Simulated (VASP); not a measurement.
Set up this calculation in VASP 6.6.1, as the native input.

```yaml
Task: single point
Functional: PBEsol
Potentials_or_basis: VASP PAW PBE potentials, release 64 (N, B)
Cutoff: 520 eV
k_mesh: 12 × 12 × 12
Occupations: fermi-dirac, width 0.05 eV
Spin: no spin polarisation
Dipole_correction: no
Further_INCAR_settings: ALGO = Normal; EDIFF = 1e-07; NBANDS = 11
```

The structure of BN lies in POSCAR:

```
BN
1.0
    1.2511217832      0.7223354983      3.3729344033
   -1.2511217832      0.7223354983      3.3729344033
    0.0000000000     -1.4446709966      3.3729344033
N B
1 1
Direct
    0.6672382000      0.6672382000      0.6672382000
    0.0003288000      0.0003288000      0.0003288000
```

These files were run (other wordings do the same):

INCAR

```
ALGO = Normal
EDIFF = 1E-7
ENCUT = 520
GGA = PS
ISIF = 2
ISMEAR = -1
LASPH = T
LCHARG = F
LREAL = F
LWAVE = F
NBANDS = 11
NELM = 80
PREC = Accurate
SIGMA = 0.05
```

KPOINTS

```
k-points
0
Gamma
  12 12 12
```

Potentials or basis: VASP PAW PBE potentials, release 64 (N, B).

Command:

```sh
$ cat potpaw_PBE.64/N/POTCAR potpaw_PBE.64/B/POTCAR > POTCAR
$ mpirun -np 1 vasp_std > vasp.out
```

It gave:

```
Pressure               : 1.0 GPa
Band gap on the k mesh : 4.18 eV, indirect (least direct gap 4.63 eV)
```

Caveat: the PAW data sets were made with another functional, which shifts forces and pressure a little.

It took 72 s on 1 thread of AMD EPYC 7R43 64-Core Processor (Zen 3), with other jobs on the host, peak memory 0.13 GiB.
